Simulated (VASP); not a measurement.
# RbEuF3 (Pm-3m) in VASP: single point with PBE

Aim: the single point of RbEuF3 with PBE.

All numbers are computed with VASP 6.6.1; they aren't measurements. Logs are shortened: lines on timing, memory, paths and dates and some standing lists are left out, and cuts for length are marked.

### Step 1. The cell of the first run

The structure is cubic, space group Pm-3m (No. 221). The conventional cell has a = 5.038 Å, b = 5.038 Å, c = 5.038 Å, α = 90.00°, β = 90.00°, γ = 90.00°. Eu (site symmetry m-3m) has 6 F at 2.52 Å within 3.3 Å. Within 3.3 Å of F (site symmetry 4/mmm) lie 2 Eu at 2.52 Å. Rb (site symmetry m-3m) has 12 F at 3.56 Å and 8 Eu at 4.36 Å within 4.7 Å.

### Step 2. Single point, PBE, collinear spin, ferromagnetic start

Contents of POSCAR:

```
RbEuF3
1.0
    5.0382441300      0.0000000000      0.0000000000
    0.0000000000      5.0382441300      0.0000000000
    0.0000000000      0.0000000000      5.0382441300
Eu F Rb
1 3 1
Direct
    0.0000000000      0.0000000000      0.0000000000
    0.5000000000      0.0000000000      0.0000000000
    0.0000000000      0.5000000000      0.0000000000
    0.0000000000      0.0000000000      0.5000000000
    0.5000000000      0.5000000000      0.5000000000
```

Contents of INCAR.step1:

```
SYSTEM = RbEuF3
ALGO = Normal ; EDIFF = 1E-6
ENCUT = 520 ; GGA = PE
ISIF = 2 ; ISMEAR = -1
ISPIN = 2 ; LASPH = .True.
LCHARG = .True. ; LMAXMIX = 6
LREAL = .False. ; LWAVE = .False.
MAGMOM = 7 0 0 0 0 ; NBANDS = 36
NELM = 150 ; PREC = Accurate
SIGMA = 0.1
```

Contents of KPOINTS.step1:

```
k-points
0
Gamma
  5 5 5
  0 0 0
```

Contents of INCAR.step2:

```
SYSTEM = RbEuF3
ALGO = Normal ; EDIFF = 1E-6
ENCUT = 520 ; GGA = PE
ICHARG = 11 ; ISIF = 2
ISMEAR = -5 ; ISPIN = 2
LASPH = .True. ; LCHARG = .False.
LMAXMIX = 6 ; LORBIT = 10
LREAL = .False. ; LWAVE = .False.
MAGMOM = 7 0 0 0 0 ; NEDOS = 2001
NELM = 150 ; PREC = Accurate
SIGMA = 0.1
```

Contents of KPOINTS.step2:

```
k-points
0
Gamma
  8 8 8
  0 0 0
```

Potentials or basis: VASP PAW PBE potentials, release 64 (Eu, F, Rb_sv).

On the command line:

```
$ cat potpaw_PBE.64/Eu/POTCAR potpaw_PBE.64/F/POTCAR potpaw_PBE.64/Rb_sv/POTCAR > POTCAR
$ cp INCAR.step1 INCAR
$ cp KPOINTS.step1 KPOINTS
$ mpirun -np 1 vasp_std > vasp.out
$ cp INCAR.step2 INCAR
$ cp KPOINTS.step2 KPOINTS
$ mpirun -np 1 vasp_std > vasp.out
```

OUTCAR:

```text
SYSTEM = RbEuF3
   EDIFF = 1E-6
   ENCUT = 520
   GGA = PE
   ICHARG = 11
   ISIF = 2
   ISMEAR = -5
   ISPIN = 2
   LASPH = .True.
   LORBIT = 10
   LREAL = .False.
   NELM = 150
   PREC = Accurate

 ion  position               nearest neighbor table
   1  0.000  0.000  0.000-   2 2.52   3 2.52   4 2.52   4 2.52   3 2.52   2 2.52   5 4.36   5 4.36
                             5 4.36   5 4.36   5 4.36   5 4.36   5 4.36   5 4.36
   2  0.500  0.000  0.000-   1 2.52   1 2.52   5 3.56   5 3.56   5 3.56   5 3.56
   3  0.000  0.500  0.000-   1 2.52   1 2.52   5 3.56   5 3.56   5 3.56   5 3.56
   4  0.000  0.000  0.500-   1 2.52   1 2.52   5 3.56   5 3.56   5 3.56   5 3.56
   5  0.500  0.500  0.500-   2 3.56   3 3.56   4 3.56   2 3.56   3 3.56   2 3.56   4 3.56   2 3.56
                             3 3.56   4 3.56   3 3.56   4 3.56   1 4.36   1 4.36   1 4.36   1 4.36

  LATTYP: Found a simple cubic cell.
 ALAT       =     5.0382441300

  Lattice vectors:

 A1 = (   5.0382441300,   0.0000000000,   0.0000000000)
 A2 = (   0.0000000000,   5.0382441300,   0.0000000000)
 A3 = (   0.0000000000,   0.0000000000,   5.0382441300)

Analysis of symmetry for initial positions (statically):
=====================================================================
 Subroutine PRICEL returns:
 Original cell was already a primitive cell.

 Routine SETGRP: Setting up the symmetry group for a
 simple cubic supercell.

 Subroutine GETGRP returns: Found 48 space group operations
 (whereof 48 operations were pure point group operations)
 out of a pool of 48 trial point group operations.

The static configuration has the point symmetry O_h .

Analysis of symmetry for dynamics (positions and initial velocities):
=====================================================================
 Subroutine PRICEL returns:
 Original cell was already a primitive cell.

 Routine SETGRP: Setting up the symmetry group for a
 simple cubic supercell.

 Subroutine GETGRP returns: Found 48 space group operations
 (whereof 48 operations were pure point group operations)
 out of a pool of 48 trial point group operations.

The dynamic configuration has the point symmetry O_h .

Analysis of structural, dynamic, and magnetic symmetry:
=====================================================================
 Subroutine PRICEL returns:
 Original cell was already a primitive cell.

 Routine SETGRP: Setting up the symmetry group for a
 simple cubic supercell.

[... 144 lines left out ...]
 Fermi weights with tetrahedron method with Bloechl corrections
  energy-cutoff  :      520.00
  volume of cell :      127.89
 maximum number of plane-waves:      3478
 NGX is ok and might be reduce to    40

 number of electron      47.0000038 magnetization       6.8901117

 Free energy of the ion-electron system (eV)
  ---------------------------------------------------
  ext. energy  EPLUGINS =         0.00000000
  ---------------------------------------------------
  free energy    TOTEN  =       -34.01217837 eV

  energy without entropy =      -34.01217837  energy(sigma->0) =      -34.01217837

 E-fermi :   2.0371     XC(G=0):  -7.6264

 val. band max:        2.0429531394   @ k =   0.0000   0.0000   0.0000
 cond. band min:       1.9587872001   @ k =   0.1250   0.0000   0.0000
 fundamental gap:     -0.0841659392
 Fermi energy:         2.0370989573

 spin component 1

 k-point     1 :       0.0000    0.0000    0.0000
  band No.  band energies     occupation
      1     -39.6355      1.00000
      2     -27.1806      1.00000
      3     -22.2486      1.00000
      4     -22.2197      1.00000
      5     -22.2197      1.00000
      6     -18.5303      1.00000
[... 829 lines left out ...]
     31       4.7619      0.00000
     32       5.4388      0.00000

 [... further k-points ...]

 spin component 2

 k-point     1 :       0.0000    0.0000    0.0000
  band No.  band energies     occupation
      1     -36.5405      1.00000
      2     -27.1782      1.00000
      3     -22.2489      1.00000
      4     -22.2322      1.00000
      5     -22.2322      1.00000
      6     -16.3437      1.00000
[... 829 lines left out ...]
     31       6.7018      0.00000
     32       6.8126      0.00000

 [... further k-points ...]

------------------------ aborting loop because EDIFF is reached ----------------------------------------

  FORCE on cell =-STRESS in cart. coord.  units (eV):
  Direction    XX          YY          ZZ          XY          YZ          ZX
  --------------------------------------------------------------------------------------
  -------------------------------------------------------------------------------------
  Total       -3.7775103     -3.7775103     -3.7775103      0.0000000      0.0000000     -0.0000000
  in kB      -47.3236912    -47.3236912    -47.3236912      0.0000000      0.0000000     -0.0000000
  external PRESSURE =     -47.3236912 kB  Pullay stress =       0.0000000 kB

 VOLUME and BASIS-vectors are now :
 -----------------------------------------------------------------------------
  energy-cutoff  :      520.00
  volume of cell :      127.89
      direct lattice vectors                 reciprocal lattice vectors
     5.038244130  0.000000000  0.000000000     0.198481847  0.000000000  0.000000000
     0.000000000  5.038244130  0.000000000     0.000000000  0.198481847  0.000000000
     0.000000000  0.000000000  5.038244130     0.000000000  0.000000000  0.198481847

 POSITION                                       TOTAL-FORCE (eV/Angst)
 -----------------------------------------------------------------------------------
      0.00000      0.00000      0.00000         0.000000      0.000000      0.000000
      2.51912      0.00000      0.00000         0.000000      0.000000      0.000000
      0.00000      2.51912      0.00000         0.000000      0.000000      0.000000
      0.00000      0.00000      2.51912         0.000000      0.000000      0.000000
      2.51912      2.51912      2.51912         0.000000      0.000000      0.000000
 -----------------------------------------------------------------------------------
    total drift:                               -0.000000      0.000000     -0.000000

  FREE ENERGIE OF THE ION-ELECTRON SYSTEM (eV)
  ---------------------------------------------------
  free  energy   TOTEN  =       -34.0121783742 eV

  energy  without entropy=      -34.0121783742  energy(sigma->0) =      -34.01217837

 total charge

# of ion       s       p       d       f       tot
--------------------------------------------------
    1        2.016   5.778   0.185   6.841  14.820
    2        1.732   4.327   0.000   0.000   6.059
    3        1.732   4.327   0.000   0.000   6.059
    4        1.732   4.327   0.000   0.000   6.059
    5        1.933   5.346   0.006   0.000   7.285
--------------------------------------------------
tot          9.143  24.105   0.191   6.841  40.281

 magnetization (x)

# of ion       s       p       d       f       tot
--------------------------------------------------
    1       -0.017  -0.121   0.024   6.801   6.687
    2       -0.000  -0.009   0.000   0.000  -0.009
    3       -0.000  -0.009   0.000   0.000  -0.009
    4       -0.000  -0.009   0.000   0.000  -0.009
    5        0.001   0.001   0.001   0.000   0.002
--------------------------------------------------
tot         -0.016  -0.146   0.025   6.801   6.663
```

OUTCAR.step1:

```text
SYSTEM = RbEuF3
   EDIFF = 1E-6
   ENCUT = 520
   GGA = PE
   ISIF = 2
[... 999 lines left out ...]
      2.51912      0.00000      0.00000         0.000000      0.000000      0.000000
      0.00000      2.51912      0.00000         0.000000      0.000000      0.000000
      0.00000      0.00000      2.51912         0.000000      0.000000      0.000000
      2.51912      2.51912      2.51912         0.000000      0.000000      0.000000
 -----------------------------------------------------------------------------------
    total drift:                               -0.000000      0.000000     -0.000000

  FREE ENERGIE OF THE ION-ELECTRON SYSTEM (eV)
  ---------------------------------------------------
  free  energy   TOTEN  =       -34.0531301758 eV

  energy  without entropy=      -33.9784589111  energy(sigma->0) =      -34.01579454
```

It took 11 min on 1 thread of AMD EPYC 7R43 (Zen 3), shared host; peak memory 0.4 GiB.

Results:

```yaml
Net_moment: 6.89 μB per cell
Site_moments: Eu +6.69; F -0.01; Rb +0.00 μB
Valence_electrons_inside_the_program's_atomic_spheres: Eu 14.82; F 6.06; Rb 7.29
```

Caveat: spin-orbit coupling is left out, which moves the levels of the heavy elements; a cell with one magnetic atom can't hold antiferromagnetic order, which such compounds often take; semilocal functionals describe open f shells poorly, which spoils levels, moments and volumes; tetrahedron occupations give inexact forces and stress in metals. The state reached can hang on the start; a lower one may exist.
